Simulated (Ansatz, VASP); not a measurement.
In2Au: VASP beside Ansatz

File INCAR:

```
PREC = Accurate
ENCUT = 520
EDIFF = 1E-8
ISMEAR = -1
SIGMA = 0.05
LREAL = F
LASPH = T
NELM = 100
ALGO = Normal
ISIF = 2
LWAVE = F
LCHARG = F
GGA = CA
LEFG = T
NBANDS = 26
```

File KPOINTS:

```
Automatic mesh
0
Gamma
  10 10 10
```

The input POSCAR:

```
In2Au
1.0
    0.0000000000      3.2937812218      3.2937812218
    3.2937812218      0.0000000000      3.2937812218
    3.2937812218      3.2937812218      0.0000000000
In Au
2 1
Direct
    0.2500000000      0.2500000000      0.2500000000
    0.7500000000      0.7500000000      0.7500000000
    0.0000000000      0.0000000000      0.0000000000
```

Input for Ansatz:

```yaml
crystal:
  lattice:
    - [0.0, 3.2937812218, 3.2937812218]
    - [3.2937812218, 0.0, 3.2937812218]
    - [3.2937812218, 3.2937812218, 0.0]
  atoms:
    - { symbol: In, position: [0.25, 0.25, 0.25] }
    - { symbol: In, position: [0.75, 0.75, 0.75] }
    - { symbol: Au, position: [0.0, 0.0, 0.0] }
kpoints:
  mp_grid: { grid: [10, 10, 10] }
scf:
  occupations: { method: fermi_dirac, width: 0.05 }
hamiltonian:
  xc: lda
  pseudopotentials: { kind: all_electron, datasets: crystal }
output:
  forces: true
  stress: true
  eigenvalues: true
  efg: { contact_densities: true }
```

Change from the starting cell: volume scaled by 1.04, crystal datasets.

Alike in both runs: task electric field gradients; functional LDA; k mesh 10 × 10 × 10; occupations fermi-dirac, width 0.05 eV; no spin polarisation.

```csv
,VASP,Ansatz
version,VASP 6.6.1,Ansatz 0.2.0
potentials or method,"VASP PAW LDA potentials, release 64 (In_d, Au), cutoff 520 eV","all-electron PAW with datasets made for the crystal, scalar-relativistic"
```

Ansatz gave:

| Property | Result |
| --- | --- |
| pressure (GPa) | -3.7 |

Q: What did VASP give for the same quantities?

A: Pressure (GPa): -3.6.

LDA's correlation is that of Perdew and Zunger in VASP and of Perdew and Wang (1992) in Ansatz. Ansatz ran all-electron here, and VASP with PAW potentials.

Spin-orbit coupling is off throughout.
